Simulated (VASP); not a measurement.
# PbF2 (Fm-3m) in VASP: notebook

PbF2 is run at these levels: HSE06; tasks: single point.

Everything below comes from runs of VASP 6.6.1. Logs are shortened: lines on timing, memory, paths and dates and some standing lists are left out, and cuts for length are marked.

## 1. The cell of the first run

It takes space group Fm-3m (No. 225, cubic). Conventional cell: a = 5.892 Å, b = 5.892 Å, c = 5.892 Å, α = 90.00°, β = 90.00°, γ = 90.00°. Pb (site symmetry m-3m) has 8 F at 2.55 Å within 3.4 Å. Within 3.4 Å of F (site symmetry -43m) lie 4 Pb at 2.55 Å and 6 F at 2.95 Å.

## 2. Single point, HSE06

POSCAR

```
PbF2
1.0
    5.8916182835      0.0000000000      0.0000000000
    0.0000000000      2.9458159519      2.9458164139
    0.0000000000     -2.9458159519      2.9458164139
Pb F
2 4
Direct
    0.5000000000      0.9699092199      0.9699092199
    0.0000000000      0.4699092199      0.4699092199
    0.7500052181      0.9699224601      0.4699213200
    0.2499947819      0.4699213200      0.9699224601
    0.7499947819      0.4699224601      0.9699213200
    0.2500052181      0.9699213200      0.4699224601
```

INCAR.step1

```
  PREC = Accurate
  ENCUT = 520
  EDIFF = 1E-5
  ISMEAR = 0
  SIGMA = 0.01
  LREAL = False
  LASPH = True
  NELM = 120
  ALGO = Normal
  ISIF = 2
  LWAVE = True
  LCHARG = False
  NBANDS = 37
  GGA = PE
  GGA_COMPAT = False
  KPAR = 4
```

INCAR.step2

```
  PREC = Accurate
  ENCUT = 520
  EDIFF = 1E-6
  ISMEAR = 0
  SIGMA = 0.01
  LREAL = False
  LASPH = True
  NELM = 120
  ALGO = Normal
  ISIF = 2
  LWAVE = False
  LCHARG = False
  GGA = PE
  LHFCALC = True
  HFSCREEN = 0.2079
  PRECFOCK = Normal
  NBANDS = 37
  ISTART = 1
  GGA_COMPAT = False
  KPAR = 4
```

KPOINTS

```
Automatic mesh
0
Gamma
  2 4 4
```

Potentials or basis: VASP PAW PBE potentials, release 64 (Pb_d, F).

Started as:

```console
cat potpaw_PBE.64/Pb_d/POTCAR potpaw_PBE.64/F/POTCAR > POTCAR
cp INCAR.step1 INCAR
mpirun -np 4 vasp_std > vasp.out
cp INCAR.step2 INCAR
mpirun -np 4 vasp_std > vasp.out
```

OUTCAR:

```text
PREC = Accurate
   ENCUT = 520
   EDIFF = 1E-6
   ISMEAR = 0
   LREAL = False
   LASPH = True
   NELM = 120
   ISIF = 2
   GGA = PE
   LHFCALC = True
   HFSCREEN = 0.2079
   PRECFOCK = Normal
   ISTART = 1

 ion  position               nearest neighbor table
   1  0.500  0.970  0.970-   5 2.55   6 2.55   3 2.55   4 2.55   5 2.55   6 2.55   3 2.55   4 2.55

   2  0.000  0.470  0.470-   3 2.55   4 2.55   5 2.55   6 2.55   3 2.55   4 2.55   6 2.55   5 2.55

   3  0.750  0.970  0.470-   2 2.55   1 2.55   2 2.55   1 2.55
   4  0.250  0.470  0.970-   2 2.55   1 2.55   2 2.55   1 2.55
   5  0.750  0.470  0.970-   1 2.55   2 2.55   1 2.55   2 2.55
   6  0.250  0.970  0.470-   1 2.55   2 2.55   1 2.55   2 2.55

  LATTYP: Found a simple tetragonal cell.
 ALAT       =     4.1660131981
 C/A-ratio  =     1.4142101821

  Lattice vectors:

 A1 = (   0.0000000000,   2.9458159519,   2.9458164139)
 A2 = (   0.0000000000,  -2.9458159519,   2.9458164139)
 A3 = (   5.8916182835,   0.0000000000,   0.0000000000)

Analysis of symmetry for initial positions (statically):
=====================================================================
 Subroutine PRICEL returns:
 Original cell was already a primitive cell.

 Routine SETGRP: Setting up the symmetry group for a
 simple tetragonal supercell.

 Subroutine GETGRP returns: Found  4 space group operations
 (whereof  2 operations were pure point group operations)
 out of a pool of 16 trial point group operations.

The static configuration has the point symmetry C_2 .
 The point group associated with its full space group is C_2v.

Analysis of symmetry for dynamics (positions and initial velocities):
=====================================================================
 Subroutine PRICEL returns:
 Original cell was already a primitive cell.

 Routine SETGRP: Setting up the symmetry group for a
 simple tetragonal supercell.

 Subroutine GETGRP returns: Found  4 space group operations
 (whereof  2 operations were pure point group operations)
 out of a pool of 16 trial point group operations.

The dynamic configuration has the point symmetry C_2 .
 The point group associated with its full space group is C_2v.

 Subroutine INISYM returns: Found  4 space group operations
 (whereof  2 operations are pure point group operations),
 and found     1 'primitive' translations
[... 99 lines left out ...]
   ISYM   =      3    0-nonsym 1-usesym 2-fastsym
   POTIM  = 0.5000    time-step for ionic-motion
   TEBEG  =    0.0;   TEEND  =   0.0 temperature during run
   PSTRESS=    0.0 pullay stress
   NELECT =      56.0000    total number of electrons
   NUPDOWN=      -1.0000    fix difference up-down
   EMIN   =  10.00;   EMAX   =-10.00  energy-range for DOS
   EFERMI =   0.00;   METHOD = LEGACY
   ISMEAR =     0;   SIGMA  =   0.01  broadening in eV -4-tet -1-fermi 0-gaus
   EFERMI_NEDOS =   21; number of points for ismear=-14 and -15
   IALGO  =     38    algorithm
   IMIX   =      1    mixing-type and parameters
     AMIX     =   0.40;   BMIX     =  1.00
     AMIX_MAG =   1.60;   BMIX_MAG =  1.00
  volume/ion in A,a.u.               =      17.04       115.01
  Fermi-wavevector in a.u.,A,eV,Ry     =   1.339406  2.531110 24.408963  1.794008
  Thomas-Fermi vector in A             =   2.467800
   LORBIT       =      0    0 simple, 1 ext, 2 COOP (PROOUT), +10 PAW based schemes
   GGA     = PE    functional components
   LHFCALC =     T    Hartree Fock is set to
   PRECFOCK=normal    Normal, Fast or Accurate (Low or Medium for compatibility)
   ENCUT4O =  -1.0   cutoff for four orbital integrals eV
   NKREDX  =     1    reduce k-point grid by
   NKREDY  =     1    reduce k-point grid by
   NKREDZ  =     1    reduce k-point grid by
   AEXX    =    0.2500 exact exchange contribution
   HFSCREEN=    0.2079 screening length (either q_TF or 0.3 A-1)
   HFSCREENC=   0.2079 screening length for correlation (either q_TF or 0.3 A-1)
   ENCUTFOCK=  -1.0 apply spherical cutoff to Coloumb kernel
   IVDW    =     0    specifies the selected vdW correction
   LEPSILON=     F    determine dielectric tensor
   LRPA    =     F    only Hartree local field effects (RPA)
 non-spin polarized calculation
 Gauss-broadening in eV      SIGMA  =   0.01
  energy-cutoff  :      520.00
  volume of cell :      102.25
 maximum number of plane-waves:      2773
 NGX is ok and might be reduce to    48
  NGX = 36; NGY = 24; NGZ = 24

 number of electron      55.9999975 magnetization

 Free energy of the ion-electron system (eV)
  ---------------------------------------------------
  ext. energy  EPLUGINS =         0.00000000
  ---------------------------------------------------
  free energy    TOTEN  =       -35.64678115 eV

  energy without entropy =      -35.64678115  energy(sigma->0) =      -35.64678115

 E-fermi :   1.3260     XC(G=0):  -7.8069

 val. band max:        1.2042632741   @ k =   0.0000   0.2500   0.2500
 cond. band min:       6.9105100752   @ k =   0.0000   0.5000   0.5000
 fundamental gap:      5.7062468011
 Fermi energy:         1.3260375685

 k-point     1 :       0.0000    0.0000    0.0000
  band No.  band energies     occupation
      1     -22.2833      2.00000
      2     -21.9864      2.00000
      3     -21.8622      2.00000
      4     -21.6168      2.00000
      5     -14.4591      2.00000
      6     -14.4591      2.00000
[... 549 lines left out ...]
     36      12.7285      0.00000
     37      17.3272      0.00000

------------------------ aborting loop because EDIFF is reached ----------------------------------------

  FORCE on cell =-STRESS in cart. coord.  units (eV):
  Direction    XX          YY          ZZ          XY          YZ          ZX
  --------------------------------------------------------------------------------------
  -------------------------------------------------------------------------------------
  Total        1.4351859      1.4443816      1.4440608      0.0000000      0.0000000      0.0000000
  in kB       22.4875867     22.6316730     22.6266460      0.0000000      0.0000000      0.0000000
  external PRESSURE =      22.5819685 kB  Pullay stress =       0.0000000 kB

 VOLUME and BASIS-vectors are now :
 -----------------------------------------------------------------------------
  energy-cutoff  :      520.00
  volume of cell :      102.25
      direct lattice vectors                 reciprocal lattice vectors
     5.891618283  0.000000000  0.000000000     0.169732653  0.000000000  0.000000000
     0.000000000  2.945815952  2.945816414     0.000000000  0.169732260  0.169732234
     0.000000000 -2.945815952  2.945816414     0.000000000 -0.169732260  0.169732234

 POSITION                                       TOTAL-FORCE (eV/Angst)
 -----------------------------------------------------------------------------------
      2.94581      0.00000      5.71435         0.000000      0.000000      0.000190
      0.00000      0.00000      2.76853         0.000000      0.000000      0.000190
      4.41874      1.47291      4.24152        -0.000033     -0.000008     -0.000095
      1.47287     -1.47291      4.24152         0.000033      0.000008     -0.000095
      4.41868     -1.47290      4.24152         0.000033     -0.000008     -0.000095
      1.47294      1.47290      4.24152        -0.000033      0.000008     -0.000095
 -----------------------------------------------------------------------------------
    total drift:                               -0.000001     -0.000001      0.000863

  FREE ENERGIE OF THE ION-ELECTRON SYSTEM (eV)
  ---------------------------------------------------
  free  energy   TOTEN  =       -35.6467811493 eV

  energy  without entropy=      -35.6467811493  energy(sigma->0) =      -35.64678115
```

Run time: 31 min. Hardware: 4 MPI ranks of AMD EPYC 7R43 (Zen 3), shared host; peak memory 0.34 GiB.

Results:

| Property | Result |
| --- | --- |
| Free energy | -35.6468 eV |
| Pressure | 2.3 GPa |
| Band gap on the k mesh | 5.71 eV |

Levels at points of the mesh, in eV from the valence-band top:
```csv
k point,band 24,band 25,band 26,band 27,band 28,band 29,band 30,band 31,band 32,band 33
"(0.00, 0.00, 0.00)",-2.75,-2.30,-2.29,-2.29,-0.14,5.71,8.20,8.20,8.20,9.46
"(0.50, 0.00, 0.00)",-2.48,-2.48,-2.48,-1.18,-1.18,6.34,6.34,8.88,8.88,8.88
"(0.00, 0.50, 0.00)",-2.83,-2.40,-2.40,-0.35,-0.35,6.77,6.77,8.19,8.19,9.17
"(0.50, 0.50, 0.00)",-2.93,-2.93,-2.93,-0.14,-0.14,6.25,6.25,9.20,9.20,9.20
"(0.00, 0.50, 0.50)",-2.29,-2.29,-2.29,-0.14,-0.14,5.71,5.71,9.46,9.46,9.46
"(0.50, 0.50, 0.50)",-2.37,-2.23,-2.23,0.00,0.00,7.44,7.44,7.44,7.44,8.92
```

Caveat: the k points lie up to 0.53 Å⁻¹ apart; the PAW data sets were made with another functional, which shifts forces and pressure a little; spin-orbit coupling is left out, which moves the levels of the heavy elements.

(Continued in part 2 of 2.)
